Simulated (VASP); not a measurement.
# SrTe (Fm-3m) in VASP: settings compared, part 2 of 3

VASP 6.6.1. Earlier steps stand in the parts before.

**4. Single point, BLYP (40.72 Å³/atom)**

This run uses another cell than the first one, of 40.72 Å³/atom.

Contents of INCAR:

```
SYSTEM = SrTe
PREC     = Accurate       ! precision mode
ENCUT    = 500            ! plane-wave cutoff, eV
EDIFF    = 1E-6           ! SCF threshold, eV
ISMEAR   = 0              ! smearing method
SIGMA    = 0.05           ! smearing width, eV
LREAL    = .False.        ! projectors in reciprocal space
LASPH    = .True.         ! aspherical terms in the spheres
NELM     = 120            ! most SCF steps
ALGO     = Normal         ! electronic algorithm
ISIF     = 2              ! what is computed and relaxed
LWAVE    = .False.        ! write WAVECAR
LCHARG   = .False.        ! write CHGCAR
GGA      = B5             ! functional
ALDAX    = 1.0          
AGGAX    = 1.0          
AGGAC    = 1.0          
ALDAC    = 0.0          
NBANDS   = 15             ! bands
GGA_COMPAT= .False.
```

Contents of KPOINTS:

```
regular mesh
0
Gamma
  6 6 6
  0 0 0
```

Contents of POSCAR:

```
SrTe
1.0
    0.0000000000      3.4402149852      3.4402149852
    3.4402149852      0.0000000000      3.4402149852
    3.4402149852      3.4402149852      0.0000000000
Sr Te
1 1
Direct
    0.5000000000      0.5000000000      0.5000000000
    0.0000000000      0.0000000000      0.0000000000
```

Potentials or basis: VASP PAW PBE potentials, release 64 (Sr_sv, Te).

On the command line:

```console
> cat potpaw_PBE.64/Sr_sv/POTCAR potpaw_PBE.64/Te/POTCAR > POTCAR
> mpirun -np 1 vasp_std > vasp.out
```

OUTCAR:

```text
SYSTEM = SrTe
   PREC = Accurate
   ENCUT = 500
   EDIFF = 1E-6
   ISMEAR = 0
   LREAL = .False.
   LASPH = .True.
   NELM = 120
   ISIF = 2
   GGA = B5

 ion  position               nearest neighbor table
   1  0.500  0.500  0.500-   2 3.44   2 3.44   2 3.44   2 3.44   2 3.44   2 3.44
   2  0.000  0.000  0.000-   1 3.44   1 3.44   1 3.44   1 3.44   1 3.44   1 3.44

  LATTYP: Found a face centered cubic cell.
 ALAT       =     6.8804299704

  Lattice vectors:

 A1 = (   0.0000000000,   3.4402149852,   3.4402149852)
 A2 = (   3.4402149852,   0.0000000000,   3.4402149852)
 A3 = (   3.4402149852,   3.4402149852,   0.0000000000)

Analysis of symmetry for initial positions (statically):
=====================================================================
 Subroutine PRICEL returns:
 Original cell was already a primitive cell.

 Routine SETGRP: Setting up the symmetry group for a
 face centered cubic supercell.

 Subroutine GETGRP returns: Found 48 space group operations
 (whereof 48 operations were pure point group operations)
 out of a pool of 48 trial point group operations.

The static configuration has the point symmetry O_h .

Analysis of symmetry for dynamics (positions and initial velocities):
=====================================================================
 Subroutine PRICEL returns:
 Original cell was already a primitive cell.

 Routine SETGRP: Setting up the symmetry group for a
 face centered cubic supercell.

 Subroutine GETGRP returns: Found 48 space group operations
 (whereof 48 operations were pure point group operations)
 out of a pool of 48 trial point group operations.

The dynamic configuration has the point symmetry O_h .

 Subroutine INISYM returns: Found 48 space group operations
 (whereof 48 operations are pure point group operations),
 and found     1 'primitive' translations

----------------------------------------------------------------------------------------

                                     Primitive cell

  volume of cell :      81.4304

  direct lattice vectors                    reciprocal lattice vectors
[... 108 lines left out ...]
   LRPA    =     F    only Hartree local field effects (RPA)
 non-spin polarized calculation
 Gauss-broadening in eV      SIGMA  =   0.05
  energy-cutoff  :      500.00
  volume of cell :       81.43
 maximum number of plane-waves:      2085
   NGX = 17   NGY = 17   NGZ = 17

 number of electron      16.0000000 magnetization

 Free energy of the ion-electron system (eV)
  ---------------------------------------------------
  ext. energy  EPLUGINS =         0.00000000
  ---------------------------------------------------
  free energy    TOTEN  =        -7.25329245 eV

  energy without entropy =       -7.25329245  energy(sigma->0) =       -7.25329245

 E-fermi :   2.8302     XC(G=0):  -7.5981

 val. band max:        2.6058644487   @ k =   0.0000   0.0000   0.0000
 cond. band min:       4.6442770093   @ k =   0.5000   0.5000   0.0000
 fundamental gap:      2.0384125606
 Fermi energy:         2.8301538674

 k-point     1 :       0.0000    0.0000    0.0000
  band No.  band energies     occupation
      1     -32.4355      2.00000
      2     -14.4460      2.00000
      3     -14.4460      2.00000
      4     -14.4460      2.00000
      5      -7.0802      2.00000
      6       2.6059      2.00000
      7       2.6059      2.00000
      8       2.6059      2.00000
      9       5.2316      0.00000
     10       5.9469      0.00000
     11       5.9469      0.00000
     12       5.9469      0.00000
     13       6.4390      0.00000
     14       6.4390      0.00000
[... 257 lines left out ...]
      2     -14.4906      2.00000
      3     -14.4752      2.00000
      4     -14.4705      2.00000
      5      -6.6785      2.00000
      6       1.0587      2.00000
      7       1.4405      2.00000
      8       1.5398      2.00000
      9       5.6302      0.00000
     10       6.7357      0.00000
     11       7.4588      0.00000
     12       7.8765      0.00000
     13       8.3240      0.00000
     14       8.5723      0.00000
     15      10.7831      0.00000

------------------------ aborting loop because EDIFF is reached ----------------------------------------

  FORCE on cell =-STRESS in cart. coord.  units (eV):
  Direction    XX          YY          ZZ          XY          YZ          ZX
  --------------------------------------------------------------------------------------
  -------------------------------------------------------------------------------------
  Total       -0.2200745     -0.2200745     -0.2200745      0.0000000      0.0000000      0.0000000
  in kB       -4.3300562     -4.3300562     -4.3300562      0.0000000      0.0000000      0.0000000
  external PRESSURE =      -4.3300562 kB  Pullay stress =       0.0000000 kB

 VOLUME and BASIS-vectors are now :
 -----------------------------------------------------------------------------
  energy-cutoff  :      500.00
  volume of cell :       81.43
      direct lattice vectors                 reciprocal lattice vectors
     0.000000000  3.440214985  3.440214985    -0.145339754  0.145339754  0.145339754
     3.440214985  0.000000000  3.440214985     0.145339754 -0.145339754  0.145339754
     3.440214985  3.440214985  0.000000000     0.145339754  0.145339754 -0.145339754

 POSITION                                       TOTAL-FORCE (eV/Angst)
 -----------------------------------------------------------------------------------
      3.44021      3.44021      3.44021         0.000000     -0.000000     -0.000000
      0.00000      0.00000      0.00000        -0.000000      0.000000      0.000000
 -----------------------------------------------------------------------------------
    total drift:                                0.000000      0.000000      0.000000

  FREE ENERGIE OF THE ION-ELECTRON SYSTEM (eV)
  ---------------------------------------------------
  free  energy   TOTEN  =        -7.2532924483 eV

  energy  without entropy=       -7.2532924483  energy(sigma->0) =       -7.25329245
```

OSZICAR:

```text
N       E                     dE             d eps       ncg     rms          rms(c)
DAV:   1     0.650569414296E+02    0.65057E+02   -0.65202E+03   480   0.839E+02
DAV:   2    -0.235034747729E+01   -0.67407E+02   -0.62504E+02   627   0.183E+02
DAV:   3    -0.737901170768E+01   -0.50287E+01   -0.49954E+01   918   0.381E+01
DAV:   4    -0.744797895750E+01   -0.68967E-01   -0.68957E-01   578   0.469E+00
DAV:   5    -0.745013130359E+01   -0.21523E-02   -0.21523E-02   782   0.658E-01    0.118E+01
DAV:   6    -0.725552721868E+01    0.19460E+00   -0.26114E-01   578   0.236E+00    0.717E+00
DAV:   7    -0.725345797829E+01    0.20692E-02   -0.25362E-01   629   0.255E+00    0.194E+00
DAV:   8    -0.725304023014E+01    0.41775E-03   -0.31151E-02   480   0.888E-01    0.483E-01
DAV:   9    -0.725301877245E+01    0.21458E-04   -0.15608E-03   635   0.245E-01    0.388E-01
DAV:  10    -0.725327964857E+01   -0.26088E-03   -0.23374E-04   495   0.103E-01    0.373E-02
DAV:  11    -0.725328991283E+01   -0.10264E-04   -0.60597E-05   636   0.327E-02    0.517E-02
DAV:  12    -0.725329116732E+01   -0.12545E-05   -0.16729E-05   571   0.192E-02    0.337E-02
DAV:  13    -0.725329238726E+01   -0.12199E-05   -0.22508E-06   508   0.990E-03    0.101E-02
DAV:  14    -0.725329244828E+01   -0.61022E-07   -0.95398E-08   303   0.175E-03
   1 F= -.72532924E+01 E0= -.72532924E+01  d E =-.714591E-12
```

Wall time 47 s (1 thread of Intel Xeon 8259CL, shared host); peak memory 0.21 GiB.

What came out:

| Item | Value |
| --- | --- |
| Free energy | -7.2533 eV |
| Pressure | -0.4 GPa |
| Band gap on the k mesh | 2.04 eV (least direct gap 2.63 eV) |

Levels at points of the mesh, in eV from the valence-band top:
```
           k point  band 6  band 7  band 8  band 9  band 10  band 11
(0.00, 0.00, 0.00)    0.00    0.00    0.00    2.63     3.34     3.34
(0.50, 0.00, 0.00)   -2.45   -0.93   -0.93    4.04     4.93     5.06
(0.50, 0.50, 0.00)   -1.71   -0.65   -0.65    2.04     3.63     4.59
```

Caveat: the PAW data sets were made with another functional, which shifts forces and pressure a little; spin-orbit coupling is left out, which moves the levels of the heavy elements. A k mesh can miss the band edges.

[end of part 2 of 3]
